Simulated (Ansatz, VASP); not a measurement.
# One calculation of Li2O, two programs

File POSCAR:

```
Li2O
1.0
    0.0000000000      2.2650812259      2.2650812259
    2.2650812259      0.0000000000      2.2650812259
    2.2650812259      2.2650812259      0.0000000000
Li O
2 1
Direct
    0.2500000000      0.2500000000      0.2500000000
    0.7500000000      0.7500000000      0.7500000000
    0.0000000000      0.0000000000      0.0000000000
```

The input INCAR.step1:

```
PREC     = Accurate       # precision mode
ENCUT    = 830            # plane-wave cutoff, eV
ISMEAR   = 0              # smearing method
SIGMA    = 0.05           # smearing width, eV
LREAL    = F              # projectors in reciprocal space
LASPH    = T              # aspherical terms in the spheres
NELM     = 120            # most SCF steps
NBANDS   = 13             # bands
GGA      = PE             # functional
ALGO     = Normal         # electronic algorithm
EDIFF    = 1E-5           # SCF threshold, eV
LWAVE    = T              # write WAVECAR
LCHARG   = F              # write CHGCAR
GGA_COMPAT= F
```

Contents of INCAR.step2:

```
PREC     = Accurate       # precision mode
ENCUT    = 830            # plane-wave cutoff, eV
EDIFF    = 1E-6           # SCF threshold, eV
ISMEAR   = 0              # smearing method
SIGMA    = 0.05           # smearing width, eV
LREAL    = F              # projectors in reciprocal space
LASPH    = T              # aspherical terms in the spheres
NELM     = 120            # most SCF steps
ALGO     = Normal         # electronic algorithm
ISIF     = 2              # what is computed and relaxed
LWAVE    = F              # write WAVECAR
LCHARG   = T              # write CHGCAR
METAGGA  = R2SCAN         # meta-GGA
LMIXTAU  = T            
IVDW     = 13             # dispersion correction
VDW_S6   = 1.0          
VDW_S8   = 0.6018749    
VDW_A1   = 0.51559235   
VDW_A2   = 5.77342911   
LELF     = T              # ELF
LVHAR    = T            
NBANDS   = 13             # bands
ISTART   = 1            
GGA_COMPAT= F
```

Contents of KPOINTS:

```
regular mesh
0
Gamma
  8 8 8
```

Input for Ansatz:

```yaml
crystal:
  lattice:
    - [0.0, 2.2650812259, 2.2650812259]
    - [2.2650812259, 0.0, 2.2650812259]
    - [2.2650812259, 2.2650812259, 0.0]
  atoms:
    - { symbol: Li, position: [0.25, 0.25, 0.25] }
    - { symbol: Li, position: [0.75, 0.75, 0.75] }
    - { symbol: O, position: [0.0, 0.0, 0.0] }
basis:
  ecutwfc: 500
  ecutrho_ratio: 4
kpoints:
  mp_grid: { grid: [8, 8, 8] }
hamiltonian:
  xc: r2scan
  dispersion: d4
scf:
  occupations: { method: gaussian, width: 0.05 }
output:
  forces: true
  stress: true
  eigenvalues: true
```

Alike in both runs: task single point; functional r2SCAN; dispersion D4; k mesh 8 × 8 × 8; occupations gaussian, width 0.05 eV; no spin polarisation.

```csv
,VASP,Ansatz
version,VASP 6.6.1,Ansatz 0.2.0
potentials or method,"VASP PAW PBE potentials, release 64 (Li_sv, O), cutoff 830 eV","scalar-relativistic, plane waves, PAW"
valence electrons in the cell,12,12
```

|  | VASP | Ansatz | Ansatz less VASP |
| --- | --- | --- | --- |
| gap on the k mesh at the Fermi level (eV) | 5.79 | 5.83 | +0.039 |
| least direct gap on the mesh (eV) | 6.60 | 6.43 | -0.166 |
| pressure (GPa) | 2.4 | 1.8 | -0.52 |

VASP's potentials were made for PBE, not for r2SCAN.
